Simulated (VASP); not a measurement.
Write the native input for VASP 6.6.1 that does the following.

| Property | Result |
| --- | --- |
| Task | single point |
| Functional | r2SCAN |
| Potentials or basis | VASP PAW PBE potentials, release 64 (Pb_d, I) |
| Cutoff | 550 eV |
| k mesh | 6 × 6 × 2 |
| Occupations | gaussian, width 0.01 eV |
| Spin | no spin polarisation |
| Dipole correction | no |
| Further INCAR settings | ALGO = Normal; EDIFF = 1e-06; NBANDS = 21 |

PbI2:

```
Pb I
1.0
     4.56573    0.00000    0.00000
    -2.28286    3.95403    0.00000
     0.00000    0.00000    7.04108
Pb I
1 2
Cartesian
  0.0000 0.0000 0.0000
  0.0000 2.6360 1.8784
  2.2829 1.3180 5.1627
```

One way to write it, as run:

POSCAR

```
PbI2
1.0
    4.5657260587      0.0000000000      0.0000000000
   -2.2828630293      3.9540347535      0.0000000000
    0.0000000000      0.0000000000      7.0410820790
Pb I
1 2
Direct
    0.0000000000      0.0000000000      0.0000000000
    0.3333333333      0.6666666667      0.2667794131
    0.6666666667      0.3333333333      0.7332205869
```

INCAR.step1

```
SYSTEM = PbI2
PREC = Accurate ; ENCUT = 550
ISMEAR = 0 ; SIGMA = 0.01
LREAL = .False. ; LASPH = .True.
NELM = 120 ; NBANDS = 21
GGA = PE ; ALGO = Normal
EDIFF = 1E-5 ; LWAVE = .True.
LCHARG = .False. ; GGA_COMPAT = .False.
```

INCAR.step2

```
SYSTEM = PbI2
PREC = Accurate ; ENCUT = 550
EDIFF = 1E-6 ; ISMEAR = 0
SIGMA = 0.01 ; LREAL = .False.
LASPH = .True. ; NELM = 120
ALGO = Normal ; ISIF = 2
LWAVE = .False. ; LCHARG = .False.
METAGGA = R2SCAN ; LMIXTAU = .True.
NBANDS = 21 ; ISTART = 1
GGA_COMPAT = .False.
```

KPOINTS

```
regular mesh
0
Gamma
  6 6 2
  0 0 0
```

Potentials or basis: VASP PAW PBE potentials, release 64 (Pb_d, I).

Command:

```bash
$ cat potpaw_PBE.64/Pb_d/POTCAR potpaw_PBE.64/I/POTCAR > POTCAR
$ cp INCAR.step1 INCAR
$ mpirun -np 1 vasp_std > vasp.out
$ cp INCAR.step2 INCAR
$ mpirun -np 1 vasp_std > vasp.out
```

Results of the run:

```
Pressure               : 0.7 GPa
Largest force          : 0.006 eV/Å
Band gap on the k mesh : 2.62 eV, direct
```

Caveat: the k points lie up to 0.45 Å⁻¹ apart; the PAW data sets were made with another functional, which shifts forces and pressure a little; spin-orbit coupling is left out, which moves the levels of the heavy elements.

It used 280 s of CPU time on 1 thread of AMD EPYC 7R13 Processor (Zen 3) (shared host).
